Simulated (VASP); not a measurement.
Here is a VASP 6.6.1 calculation.

Contents of POSCAR:

```
Rh
1.0
    2.7586501350      0.0000000000      0.0000000000
   -1.3793250675      2.3890610970      0.0000000000
    0.0000000000      0.0000000000      4.4275405398
Rh
2
Direct
    0.6666666667      0.3333333333      0.7500000000
    0.3333333333      0.6666666667      0.2500000000
```

File INCAR.step1:

```
SYSTEM = Rh
ALGO     = Normal         ! electronic algorithm
EDIFF    = 1E-5           ! SCF threshold, eV
ENCUT    = 680            ! plane-wave cutoff, eV
GGA      = PE             ! functional
GGA_COMPAT= .FALSE.      
ISMEAR   = 0              ! smearing method
LASPH    = .TRUE.         ! aspherical terms in the spheres
LCHARG   = .FALSE.        ! write CHGCAR
LREAL    = .FALSE.        ! projectors in reciprocal space
LWAVE    = .TRUE.         ! write WAVECAR
NBANDS   = 24             ! bands
NELM     = 120            ! most SCF steps
PREC     = Accurate       ! precision mode
SIGMA    = 0.1            ! smearing width, eV
```

INCAR.step2

```
SYSTEM = Rh
ALGO     = Normal         ! electronic algorithm
EDIFF    = 1E-6           ! SCF threshold, eV
ENCUT    = 680            ! plane-wave cutoff, eV
GGA_COMPAT= .FALSE.      
ISIF     = 2              ! what is computed and relaxed
ISMEAR   = 0              ! smearing method
ISTART   = 1            
LASPH    = .TRUE.         ! aspherical terms in the spheres
LCHARG   = .FALSE.        ! write CHGCAR
LMIXTAU  = .TRUE.       
LREAL    = .FALSE.        ! projectors in reciprocal space
LWAVE    = .FALSE.        ! write WAVECAR
METAGGA  = R2SCAN         ! meta-GGA
NBANDS   = 24             ! bands
NELM     = 120            ! most SCF steps
PREC     = Accurate       ! precision mode
SIGMA    = 0.1            ! smearing width, eV
```

File KPOINTS:

```
k-points
0
G
  18 18 10
  0 0 0
```

Potentials or basis: VASP PAW PBE potentials, release 64 (Rh_sv_GW).

Launch:

```bash
$ cat potpaw_PBE.64/Rh_sv_GW/POTCAR > POTCAR
$ cp INCAR.step1 INCAR
$ mpirun -np 1 vasp_std > vasp.out
$ cp INCAR.step2 INCAR
$ mpirun -np 1 vasp_std > vasp.out
```

**Question.** Estimate the pressure.

**Answer.** -13.9 GPa.

**Question.** What does it give for the band gap on the k mesh?

**Answer.** Zero (bands 17 and 18 overlap by 2.25 eV).

Caveat: the cell stands under tension; the PAW data sets were made with another functional, which shifts forces and pressure a little.
